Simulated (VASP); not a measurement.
# Se (Fd-3m) in VASP: further runs

The runs below take Se through single point, relaxation of cell and atoms, with LDA.

Everything below comes from runs of VASP 6.6.1. Logs are shortened: lines on timing, memory, paths and dates and some standing lists are left out, and cuts for length are marked.

## Step 1: The cell of the first run

The structure is cubic, space group Fd-3m (No. 227). Conventional cell: a = 6.168 Å, b = 6.168 Å, c = 6.168 Å, α = 90.00°, β = 90.00°, γ = 90.00°. Se (site symmetry -43m) has 4 Se at 2.67 Å within 3.5 Å.

This isn't the form of Se at room conditions, which is trigonal, of chains.

## Step 2: Single point, LDA

INCAR reads:

```
ALGO = Normal
EDIFF = 1E-6
ENCUT = 500
GGA_COMPAT = F
ISIF = 2
ISMEAR = 1
LASPH = T
LCHARG = F
LREAL = F
LWAVE = F
NBANDS = 13
NELM = 120
PREC = Accurate
SIGMA = 0.02
```

KPOINTS reads:

```
k-points
0
Gamma
  11 11 11
```

POSCAR reads:

```
Se
1.0
    0.0000000000      3.0841211954      3.0841211954
    3.0841211954      0.0000000000      3.0841211954
    3.0841211954      3.0841211954      0.0000000000
Se
2
Direct
    1.0000000000      1.0000000000      1.0000000000
    0.2500000000      0.2500000000      0.2500000000
```

Potentials or basis: VASP PAW LDA potentials, release 64 (Se).

Command:

```
$ cat potpaw_LDA.64/Se/POTCAR > POTCAR
$ mpirun -np 1 vasp_std > vasp.out
```

OUTCAR:

```text
EDIFF = 1E-6
   ENCUT = 500
   ISIF = 2
   ISMEAR = 1
   LASPH = T
   LREAL = F
   NELM = 120
   PREC = Accurate

 ion  position               nearest neighbor table
   1  0.000  0.000  0.000-   2 2.67   2 2.67   2 2.67   2 2.67
   2  0.250  0.250  0.250-   1 2.67   1 2.67   1 2.67   1 2.67

  LATTYP: Found a face centered cubic cell.
 ALAT       =     6.1682423908

  Lattice vectors:

 A1 = (   0.0000000000,   3.0841211954,   3.0841211954)
 A2 = (   3.0841211954,   0.0000000000,   3.0841211954)
 A3 = (   3.0841211954,   3.0841211954,   0.0000000000)

Analysis of symmetry for initial positions (statically):
=====================================================================
 Subroutine PRICEL returns:
 Original cell was already a primitive cell.

 Routine SETGRP: Setting up the symmetry group for a
 face centered cubic supercell.

 Subroutine GETGRP returns: Found 48 space group operations
 (whereof 24 operations were pure point group operations)
 out of a pool of 48 trial point group operations.

The static configuration has the point symmetry T_d .
 The point group associated with its full space group is O_h .

Analysis of symmetry for dynamics (positions and initial velocities):
=====================================================================
 Subroutine PRICEL returns:
 Original cell was already a primitive cell.

 Routine SETGRP: Setting up the symmetry group for a
 face centered cubic supercell.

 Subroutine GETGRP returns: Found 48 space group operations
 (whereof 24 operations were pure point group operations)
 out of a pool of 48 trial point group operations.

The dynamic configuration has the point symmetry T_d .
 The point group associated with its full space group is O_h .

 Subroutine INISYM returns: Found 48 space group operations
 (whereof 24 operations are pure point group operations),
 and found     1 'primitive' translations

----------------------------------------------------------------------------------------

                                     Primitive cell

  volume of cell :      58.6711

  direct lattice vectors                    reciprocal lattice vectors
     0.000000000  3.084121195  3.084121195    -0.162120737  0.162120737  0.162120737
     3.084121195  0.000000000  3.084121195     0.162120737 -0.162120737  0.162120737
     3.084121195  3.084121195  0.000000000     0.162120737  0.162120737 -0.162120737

  length of vectors
     4.361606023  4.361606023  4.361606023     0.280801353  0.280801353  0.280801353

  position of ions in fractional coordinates (direct lattice)
     0.000000000  0.000000000  0.000000000
     0.250000000  0.250000000  0.250000000

  ion indices of the primitive-cell ions
   primitive index   ion index
                 1           1
                 2           2

----------------------------------------------------------------------------------------

 KPOINTS: k-points

Automatic generation of k-mesh.
 Grid dimensions read from file:
 generate k-points for:   11   11   11

 Generating k-lattice:

  Cartesian coordinates                     Fractional coordinates (reciprocal lattice)
    -0.014738249  0.014738249  0.014738249     0.090909091  0.000000000  0.000000000
     0.014738249 -0.014738249  0.014738249     0.000000000  0.090909091  0.000000000
     0.014738249  0.014738249 -0.014738249     0.000000000  0.000000000  0.090909091

  Length of vectors
     0.025527396  0.025527396  0.025527396

  Shift w.r.t. Gamma in fractional coordinates (k-lattice)
     0.000000000  0.000000000  0.000000000

 Subroutine IBZKPT returns following result:
 ===========================================

 Found     56 irreducible k-points:

 Following reciprocal coordinates:
            Coordinates               Weight
  0.000000  0.000000  0.000000      1.000000
  0.090909  0.000000  0.000000      8.000000
  0.181818  0.000000  0.000000      8.000000
  0.272727  0.000000  0.000000      8.000000
  0.363636  0.000000  0.000000      8.000000
  0.454545  0.000000  0.000000      8.000000
[... 16 lines left out ...]
 -0.272727  0.181818  0.000000     24.000000
 -0.181818  0.181818  0.000000     12.000000
 [... further k-points ...]
   k-points           NKPTS =     56   k-points in BZ     NKDIM =     56   number of bands    NBANDS=     13
   number of dos      NEDOS =    301   number of ions     NIONS =      2
   total plane-waves  NPLWV =  32768
   dimension x,y,z NGX =    32 NGY =   32 NGZ =   32
   dimension x,y,z NGXF=    64 NGYF=   64 NGZF=   64
   ions per type =               2
   NGX,Y,Z   is equivalent  to a cutoff of  12.20, 12.20, 12.20 a.u.
   NGXF,Y,Z  is equivalent  to a cutoff of  24.39, 24.39, 24.39 a.u.
 SYSTEM =  unknown system
   PREC   = accura    normal or accurate (medium, high low for compatibility)
   ISTART =      0    job   : 0-new  1-cont  2-samecut
   ICHARG =      2    charge: 1-file 2-atom 10-const
   ISPIN  =      1    spin polarized calculation?
   LNONCOLLINEAR =      F non collinear calculations
   LSORBIT =      F    spin-orbit coupling
   LASPH  =      T    aspherical Exc in radial PAW
   ENCUT  =  500.0 eV  36.75 Ry    6.06 a.u.   7.95  7.95  7.95*2*pi/ulx,y,z
   NELM   =    120;   NELMIN=  2; NELMDL= -5     # of ELM steps
   EDIFF  = 0.1E-05   stopping-criterion for ELM
   LREAL  =      F    real-space projection
   EDIFFG = 0.1E-04   stopping-criterion for IOM
   NSW    =      0    number of steps for IOM
   IBRION =     -1    ionic relax: 0-MD 1-quasi-New 2-CG
   NFREE  =      0    steps in history (QN), initial steepest desc. (CG)
   ISIF   =      2    stress and relaxation
   ISYM   =      2    0-nonsym 1-usesym 2-fastsym
   POTIM  = 0.5000    time-step for ionic-motion
   TEBEG  =    0.0;   TEEND  =   0.0 temperature during run
   PSTRESS=    0.0 pullay stress
   NELECT =      12.0000    total number of electrons
   NUPDOWN=      -1.0000    fix difference up-down
   EMIN   =  10.00;   EMAX   =-10.00  energy-range for DOS
   EFERMI =   0.00;   METHOD = LEGACY
   ISMEAR =     1;   SIGMA  =   0.02  broadening in eV -4-tet -1-fermi 0-gaus
   EFERMI_NEDOS =   21; number of points for ismear=-14 and -15
   IALGO  =     38    algorithm
   IMIX   =      4    mixing-type and parameters
     AMIX     =   0.40;   BMIX     =  1.00
     AMIX_MAG =   1.60;   BMIX_MAG =  1.00
  volume/ion in A,a.u.               =      29.34       197.97
  Fermi-wavevector in a.u.,A,eV,Ry     =   0.964555  1.822745 12.658411  0.930367
  Thomas-Fermi vector in A             =   2.094197
   LORBIT       =      0    0 simple, 1 ext, 2 COOP (PROOUT), +10 PAW based schemes
   GGA     = CA    functional components
   LHFCALC =     F    Hartree Fock is set to
   AEXX    =    0.0000 exact exchange contribution
   IVDW    =     0    specifies the selected vdW correction
   LEPSILON=     F    determine dielectric tensor
   LRPA    =     F    only Hartree local field effects (RPA)
 non-spin polarized calculation
 Methfessel and Paxton  Order N= 1 SIGMA  =   0.02
  energy-cutoff  :      500.00
  volume of cell :       58.67
 maximum number of plane-waves:      1505
   NGX = 15   NGY = 15   NGZ = 15

 number of electron      11.9999997 magnetization

 Free energy of the ion-electron system (eV)
  ---------------------------------------------------
  ext. energy  EPLUGINS =         0.00000000
  ---------------------------------------------------
  free energy    TOTEN  =        -7.20740978 eV

  energy without entropy =       -7.20714039  energy(sigma->0) =       -7.20731998

 E-fermi :   2.6391     XC(G=0):  -8.8276

 val. band max:        2.6390625927   @ k =  -0.3636   0.2727   0.0000
 cond. band min:       2.6418894325   @ k =  -0.4545   0.1818   0.0909
 fundamental gap:      0.0028268398
 Fermi energy:         2.6391184266

 k-point     1 :       0.0000    0.0000    0.0000
  band No.  band energies     occupation
      1     -13.1195      2.00000
      2      -7.4026      2.00000
      3      -0.9917      2.00000
      4      -0.9917      2.00000
      5      -0.9917      2.00000
      6       1.7915      2.00000
      7       1.7915      2.00000
      8       1.7915      2.00000
      9       6.7317      0.00000
     10      10.2173      0.00000
     11      10.2173      0.00000
     12      12.0905      0.00000
     13      12.0905      0.00000

 k-point     2 :       0.0909    0.0000    0.0000
  band No.  band energies     occupation
      1     -13.0599      2.00000
      2      -7.5668      2.00000
      3      -1.0756      2.00000
      4      -1.0756      2.00000
      5      -1.0230      2.00000
      6       1.9016      2.00000
      7       1.9165      2.00000
      8       1.9165      2.00000
      9       7.0319      0.00000
     10       9.9354      0.00000
     11       9.9354      0.00000
     12      11.8040      0.00000
     13      12.6562      0.00000

 k-point     3 :       0.1818    0.0000    0.0000
  band No.  band energies     occupation
      1     -12.8868      2.00000
      2      -8.0010      2.00000
      3      -1.2713      2.00000
      4      -1.2713      2.00000
      5      -1.1534      2.00000
      6       2.2155      2.00000
      7       2.2155      2.00000
      8       2.3050      2.00000
      9       7.7490      0.00000
     10       9.5911      0.00000
     11       9.5911      0.00000
     12      11.3788      0.00000
     13      13.8386      0.00000
[... 305 lines left out ...]
 k-point    23 :      -0.2727    0.1818    0.0000
  band No.  band energies     occupation
      1     -12.2181      2.00000
      2      -9.2665      2.00000
      3      -2.6528      2.00000
      4      -1.6627      2.00000
      5      -0.4108      2.00000
      6       2.6499      0.21961
      7       2.9089     -0.00000
      8       3.7622      0.00000
      9       8.8390      0.00000
     10       9.0262      0.00000
     11       9.9206      0.00000
     12      12.1336      0.00000
     13      13.5253      0.00000

 k-point    24 :      -0.1818    0.1818    0.0000
  band No.  band energies     occupation
      1     -12.5217      2.00000
      2      -8.7497      2.00000
      3      -2.3049      2.00000
      4      -1.4387      2.00000
      5      -0.5738      2.00000
      6       2.3434      2.00000
      7       2.5288      2.00000
      8       3.3885      0.00000
      9       8.7598      0.00000
     10       8.8820      0.00000
     11       9.7014      0.00000
     12      12.7366      0.00000
     13      13.2227      0.00000

 [... further k-points ...]
[... 5 lines left out ...]
  --------------------------------------------------------------------------------------
  -------------------------------------------------------------------------------------
  Total        0.0313569      0.0313569      0.0313569      0.0000000     -0.0000000     -0.0000000
  in kB        0.8562866      0.8562866      0.8562866      0.0000000     -0.0000000     -0.0000000
  external PRESSURE =       0.8562866 kB  Pullay stress =       0.0000000 kB

 VOLUME and BASIS-vectors are now :
 -----------------------------------------------------------------------------
  energy-cutoff  :      500.00
  volume of cell :       58.67
      direct lattice vectors                 reciprocal lattice vectors
     0.000000000  3.084121195  3.084121195    -0.162120737  0.162120737  0.162120737
     3.084121195  0.000000000  3.084121195     0.162120737 -0.162120737  0.162120737
     3.084121195  3.084121195  0.000000000     0.162120737  0.162120737 -0.162120737

 POSITION                                       TOTAL-FORCE (eV/Angst)
 -----------------------------------------------------------------------------------
      0.00000      0.00000      0.00000         0.000000     -0.000000     -0.000000
      1.54206      1.54206      1.54206        -0.000000      0.000000      0.000000
 -----------------------------------------------------------------------------------
    total drift:                               -0.000000      0.000000      0.000000

  FREE ENERGIE OF THE ION-ELECTRON SYSTEM (eV)
  ---------------------------------------------------
  free  energy   TOTEN  =        -7.2074097800 eV

  energy  without entropy=       -7.2071403938  energy(sigma->0) =       -7.20731998
```

It took 17 s on 1 thread of AMD EPYC 7R43 (Zen 3), shared host; peak memory 0.13 GiB.

What came out:

- Free energy: -7.2074 eV
- Pressure: 0.1 GPa
- Band gap on the k mesh: zero (bands 6 and 7 overlap by 1.13 eV)

Levels at points of the mesh, in eV from the Fermi level:
```
           k point  band 2  band 3  band 4  band 5  band 6  band 7  band 8  band 9  band 10  band 11
(0.00, 0.00, 0.00)  -10.04   -3.63   -3.63   -3.63   -0.85   -0.85   -0.85    4.09     7.58     7.58
```

## Step 3: Relaxation of cell and atoms, LDA

This run uses another cell than the first one, of 30.53 Å³/atom.

INCAR reads:

```
SYSTEM = Se
  ALGO = Normal
  EDIFF = 1E-7
  EDIFFG = -0.02
  ENCUT = 500
  GGA_COMPAT = .FALSE.
  IBRION = 2
  ISIF = 3
  ISMEAR = 1
  LASPH = .TRUE.
  LCHARG = .FALSE.
  LREAL = .FALSE.
  LWAVE = .FALSE.
  NELM = 120
  NELMIN = 4
  NSW = 60
  PREC = Accurate
  SIGMA = 0.02
```

KPOINTS reads:

```
k-points
0
G
  11 11 11
  0 0 0
```

POSCAR reads:

```
Se
1.0
    0.0000000000      3.1255665700      3.1255665700
    3.1255665700      0.0000000000      3.1255665700
    3.1255665700      3.1255665700      0.0000000000
Se
2
Direct
    1.0000000000      1.0000000000      1.0000000000
    0.2500000000      0.2500000000      0.2500000000
```

Potentials or basis: VASP PAW LDA potentials, release 64 (Se).

Command:

```
$ cat potpaw_LDA.64/Se/POTCAR > POTCAR
$ mpirun -np 1 vasp_std > vasp.out
```

Wall time 31 s (1 thread of AMD EPYC 7R43 (Zen 3), shared host); peak memory 0.14 GiB.

The run converged. Its results:

```
Free energy                           : -7.2075 eV
Relaxed volume                        : 29.39 Å³/atom
Relaxed cell                          : a = 4.364 Å, b = 4.364 Å, c = 4.364 Å, α = 60.00°, β = 60.00°, γ = 60.00°
Space group after relaxing (to 0.1 Å) : Fd-3m (No. 227)
Energy gained by relaxing             : 6.0 meV/atom
Ionic steps                           : 3
Pressure after relaxing               : 0.0 GPa
Band gap on the k mesh                : zero (bands 6 and 7 overlap by 1.12 eV)
```

Step by step:
```csv
step,energy change (eV),largest force (eV/Å),pressure (GPa),volume (Å³)
1,0.0000,0.0000,-1.66,61.07
2,-0.0114,0.0000,0.35,58.32
3,-0.0119,0.0000,0.00,58.78
```

Final structure:
```
Se
1.0
     0.00000    3.08605    3.08605
     3.08605    0.00000    3.08605
     3.08605    3.08605    0.00000
Se
2
Direct
  0.00000 0.00000 0.00000
  0.25000 0.25000 0.25000
```

Levels at points of the mesh, in eV from the Fermi level:
```tsv
k point	band 2	band 3	band 4	band 5	band 6	band 7	band 8	band 9	band 10
(0.00, 0.00, 0.00)	-10.05	-3.62	-3.62	-3.62	-0.84	-0.84	-0.84	4.09	7.58
```
